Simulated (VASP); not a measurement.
Wanted: the native input for a VASP 6.6.1 run.

```yaml
Task: single point
Functional: PBE
Dispersion: D3(BJ)
Potentials_or_basis: VASP PAW PBE potentials, release 64 (B, N)
Cutoff: 520 eV
k_mesh: 12 × 12 × 12
Occupations: gaussian, width 0.05 eV
Spin: no spin polarisation
Dipole_correction: no
Further_INCAR_settings: ALGO = Normal; EDIFF = 1e-06; NBANDS = 11
```

The structure of BN lies in POSCAR:

```
BN
1.0
    0.0000000000      3.4953158300      2.1660912400
    1.2516321000      0.0000000000      2.1660912400
    1.2516321000      3.4953158300      0.0000000000
B N
1 1
Direct
    0.0000486500      0.0000486500      0.9999513500
    0.6666513400      0.6666513400      0.3333486600
```

The input as run:

INCAR

```
SYSTEM = BN
  PREC = Accurate
  ENCUT = 520
  EDIFF = 1E-6
  ISMEAR = 0
  SIGMA = 0.05
  LREAL = .FALSE.
  LASPH = .TRUE.
  NELM = 60
  ALGO = Normal
  ISIF = 2
  LWAVE = .FALSE.
  LCHARG = .TRUE.
  GGA = PE
  IVDW = 12
  LELF = .TRUE.
  LVHAR = .TRUE.
  NBANDS = 11
```

KPOINTS

```
regular mesh
0
G
  12 12 12
  0 0 0
```

Potentials or basis: VASP PAW PBE potentials, release 64 (B, N).

Run with:

```sh
$ cat potpaw_PBE.64/B/POTCAR potpaw_PBE.64/N/POTCAR > POTCAR
$ mpirun -np 1 vasp_std > vasp.out
```

It gave:

The pressure is 0.9 GPa, the largest force is 0.010 eV/Å and the band gap on the k mesh is 3.85 eV, indirect (least direct gap 4.55 eV). The dispersion energy per atom is -0.133 eV.

Run time: 88 s on 1 thread of Intel Xeon 8259CL (shared host), peak memory 0.2 GiB.
